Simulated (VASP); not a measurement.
**ZnS (zincblende type): single point with PBE**

The system is ZnS (zincblende type).

```
Zn S
1.0
     0.00000    2.27930    2.27930
     2.27930    0.00000    2.27930
     2.27930    2.27930    0.00000
Zn S
1 1
Cartesian
  0.0000 0.0000 0.0000
  1.1396 1.1396 1.1396
```

```json
{
  "Program": "VASP 6.6.1",
  "Task": "single point",
  "Functional": "PBE",
  "Potentials or basis": "VASP PAW PBE potentials, release 64 (Zn, S)",
  "Cutoff": "520 eV",
  "k mesh": "14 × 14 × 14",
  "Occupations": "fermi-dirac, width 0.08 eV",
  "Spin": "no spin polarisation"
}
```

The pressure is 120.6 GPa and the band gap on the k mesh is 1.80 eV, indirect (least direct gap 4.57 eV).

Levels at points of the mesh, in eV from the valence-band top:
| k point | band 6 | band 7 | band 8 | band 9 | band 10 | band 11 | band 12 | band 13 |
| --- | --- | --- | --- | --- | --- | --- | --- | --- |
| (0.00, 0.00, 0.00) | -8.79 | 0.00 | 0.00 | 0.00 | 4.57 | 5.35 | 5.35 | 5.35 |
| (0.50, 0.00, 0.00) | -8.69 | -8.17 | -1.92 | -1.92 | 3.96 | 5.96 | 5.96 | 9.93 |
| (0.50, 0.50, 0.00) | -8.42 | -7.22 | -4.77 | -4.77 | 1.80 | 2.96 | 14.01 | 15.05 |

It took 32 s on 1 thread of AMD EPYC 9R45 (Zen 5), on a shared host, peak memory 0.13 GiB.

A k mesh can miss the band edges. A hybrid or GW would open this gap; PBE tends to underestimate it.
